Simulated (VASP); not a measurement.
# ZnPt (P4/mmm) in VASP: a series of runs, part 2 of 2

VASP 6.6.1. Earlier steps stand in the parts before.

## (4) Single point, LDA

This run uses another cell than the first one, of 14.40 Å³/atom.

INCAR

```
  PREC = Accurate
  ENCUT = 520
  EDIFF = 1E-6
  ISMEAR = -1
  SIGMA = 0.1
  LREAL = False
  LASPH = True
  NELM = 80
  ALGO = Normal
  ISIF = 2
  LWAVE = False
  LCHARG = True
  GGA = CA
  LELF = True
  LVHAR = True
  NBANDS = 18
```

KPOINTS

```
regular mesh
0
Gamma
  10 10 8
```

POSCAR

```
ZnPt
1.0
    2.8640000000      0.0000000000      0.0000000000
    0.0000000000      2.8640000000      0.0000000000
    0.0000000000      0.0000000000      3.5100000000
Zn Pt
1 1
Direct
    0.5000000000      0.5000000000      0.5000000000
    0.0000000000      0.0000000000      0.0000000000
```

Potentials or basis: VASP PAW LDA potentials, release 64 (Zn, Pt).

Started as:

```bash
cat potpaw_LDA.64/Zn/POTCAR potpaw_LDA.64/Pt/POTCAR > POTCAR
mpirun -np 1 vasp_std > vasp.out
```

OUTCAR:

```text
PREC = Accurate
   ENCUT = 520
   EDIFF = 1E-6
   ISMEAR = -1
   LREAL = False
   LASPH = True
   NELM = 80
   ISIF = 2
   GGA = CA

 ion  position               nearest neighbor table
   1  0.500  0.500  0.500-   2 2.68   2 2.68   2 2.68   2 2.68   2 2.68   2 2.68   2 2.68   2 2.68

   2  0.000  0.000  0.000-   1 2.68   1 2.68   1 2.68   1 2.68   1 2.68   1 2.68   1 2.68   1 2.68

  LATTYP: Found a simple tetragonal cell.
 ALAT       =     2.8640000000
 C/A-ratio  =     1.2255586592

  Lattice vectors:

 A1 = (   2.8640000000,   0.0000000000,   0.0000000000)
 A2 = (   0.0000000000,   2.8640000000,   0.0000000000)
 A3 = (   0.0000000000,   0.0000000000,   3.5100000000)

Analysis of symmetry for initial positions (statically):
=====================================================================
 Subroutine PRICEL returns:
 Original cell was already a primitive cell.

 Routine SETGRP: Setting up the symmetry group for a
 simple tetragonal supercell.

 Subroutine GETGRP returns: Found 16 space group operations
 (whereof 16 operations were pure point group operations)
 out of a pool of 16 trial point group operations.

The static configuration has the point symmetry D_4h.

Analysis of symmetry for dynamics (positions and initial velocities):
=====================================================================
 Subroutine PRICEL returns:
 Original cell was already a primitive cell.

 Routine SETGRP: Setting up the symmetry group for a
 simple tetragonal supercell.

 Subroutine GETGRP returns: Found 16 space group operations
 (whereof 16 operations were pure point group operations)
 out of a pool of 16 trial point group operations.

The dynamic configuration has the point symmetry D_4h.

 Subroutine INISYM returns: Found 16 space group operations
 (whereof 16 operations are pure point group operations),
[... 109 lines left out ...]
   EMIN   =  10.00;   EMAX   =-10.00  energy-range for DOS
   EFERMI =   0.00;   METHOD = LEGACY
   ISMEAR =    -1;   SIGMA  =   0.10  broadening in eV -4-tet -1-fermi 0-gaus
   EFERMI_NEDOS =   21; number of points for ismear=-14 and -15
   IALGO  =     38    algorithm
   IMIX   =      4    mixing-type and parameters
     AMIX     =   0.40;   BMIX     =  1.00
     AMIX_MAG =   1.60;   BMIX_MAG =  1.00
  volume/ion in A,a.u.               =      14.40        97.14
  Fermi-wavevector in a.u.,A,eV,Ry     =   1.496688  2.828331 30.478080  2.240076
  Thomas-Fermi vector in A             =   2.608673
   LORBIT       =      0    0 simple, 1 ext, 2 COOP (PROOUT), +10 PAW based schemes
   GGA     = CA    functional components
   LHFCALC =     F    Hartree Fock is set to
   AEXX    =    0.0000 exact exchange contribution
   IVDW    =     0    specifies the selected vdW correction
   LEPSILON=     F    determine dielectric tensor
   LRPA    =     F    only Hartree local field effects (RPA)
 non-spin polarized calculation
  energy-cutoff  :      520.00
  volume of cell :       28.79
 maximum number of plane-waves:       797
 NGX is ok and might be reduce to    24
   NGX = 11   NGY = 11   NGZ = 13

 number of electron      22.0000007 magnetization

 Free energy of the ion-electron system (eV)
  ---------------------------------------------------
  ext. energy  EPLUGINS =         0.00000000
  ---------------------------------------------------
  free energy    TOTEN  =       -10.49011883 eV

  energy without entropy =      -10.47448035  energy(sigma->0) =      -10.48229959

 E-fermi :   7.2397     XC(G=0): -13.1010

 val. band max:        7.2334406146   @ k =   0.5000   0.0000   0.3750
 cond. band min:       7.2595722675   @ k =   0.4000   0.2000   0.5000
 fundamental gap:      0.0261316529
 Fermi energy:         7.2397267761

 k-point     1 :       0.0000    0.0000    0.0000
  band No.  band energies     occupation
      1      -3.1684      2.00000
      2      -0.5618      2.00000
      3      -0.5229      2.00000
      4       0.2099      2.00000
      5       0.2099      2.00000
      6       0.4353      2.00000
[... 481 lines left out ...]
      5       0.2523      2.00000
      6       0.3787      2.00000
[... 10 lines left out ...]
     17      23.8457      0.00000
     18      25.4484      0.00000

 [... further k-points ...]

------------------------ aborting loop because EDIFF is reached ----------------------------------------

  FORCE on cell =-STRESS in cart. coord.  units (eV):
  Direction    XX          YY          ZZ          XY          YZ          ZX
  --------------------------------------------------------------------------------------
  -------------------------------------------------------------------------------------
  Total       -1.8295877     -1.8295877     -1.7417259      0.0000000      0.0000000      0.0000000
  in kB     -101.8147445   -101.8147445    -96.9253187      0.0000000      0.0000000      0.0000000
  external PRESSURE =    -100.1849359 kB  Pullay stress =       0.0000000 kB

 VOLUME and BASIS-vectors are now :
 -----------------------------------------------------------------------------
  energy-cutoff  :      520.00
  volume of cell :       28.79
      direct lattice vectors                 reciprocal lattice vectors
     2.864000000  0.000000000  0.000000000     0.349162011  0.000000000  0.000000000
     0.000000000  2.864000000  0.000000000     0.000000000  0.349162011  0.000000000
     0.000000000  0.000000000  3.510000000     0.000000000  0.000000000  0.284900285

 POSITION                                       TOTAL-FORCE (eV/Angst)
 -----------------------------------------------------------------------------------
      1.43200      1.43200      1.75500         0.000000      0.000000      0.000000
      0.00000      0.00000      0.00000         0.000000      0.000000      0.000000
 -----------------------------------------------------------------------------------
    total drift:                                0.000000      0.000000     -0.000000

  FREE ENERGIE OF THE ION-ELECTRON SYSTEM (eV)
  ---------------------------------------------------
  free  energy   TOTEN  =       -10.4901188327 eV

  energy  without entropy=      -10.4744803467  energy(sigma->0) =      -10.48229959
```

stdout:

```text
POSCAR found type information on POSCAR ZnPt
 POSCAR found :  2 types and       2 ions
 scaLAPACK will be used
 LDA part: xc-table for (Slater(with rela. corr.)+CA(PZ))
 , standard interpolation
 POSCAR, INCAR and KPOINTS ok, starting setup
 FFT: planning ... GRIDC
 FFT: planning ... GRID_SOFT
 FFT: planning ... GRID
 WAVECAR not read
 entering main loop
```

Run time: 43 s. Hardware: 1 thread of Intel Xeon 8259CL, shared host; peak memory 0.18 GiB.

Results:

```yaml
Free_energy: -10.4901 eV
Pressure: -10.0 GPa
Band_gap_on_the_k_mesh: zero (bands 11 and 12 overlap by 4.36 eV)
```

Caveat: the cell stands under tension; spin-orbit coupling is left out, which moves the levels of the heavy elements.

## (5) The runs side by side

| cell | gap on the mesh (eV) | pressure (GPa) |
| --- | --- | --- |
| a = 2.785, b = 2.785, c = 3.414 Å, 2 atoms | none | 7.6 |
| a = 2.825, b = 2.825, c = 3.463 Å, 2 atoms | none | -2.3 |
| a = 2.864, b = 2.864, c = 3.510 Å, 2 atoms | none | -10.0 |

Alike in all rows: task single point; level LDA; potentials or basis VASP PAW LDA potentials, release 64 (Zn, Pt); no spin polarisation; k mesh 10 × 10 × 8; cutoff (eV) 520; smearing fermi-dirac 0.1 eV.

Caveats: spin-orbit coupling is left out, which moves the levels of the heavy elements; the cell stands under pressure (at least some runs); the cell stands under tension (at least some runs).

Total energies depend on the potentials used, so only differences within one code and one set of settings carry meaning.
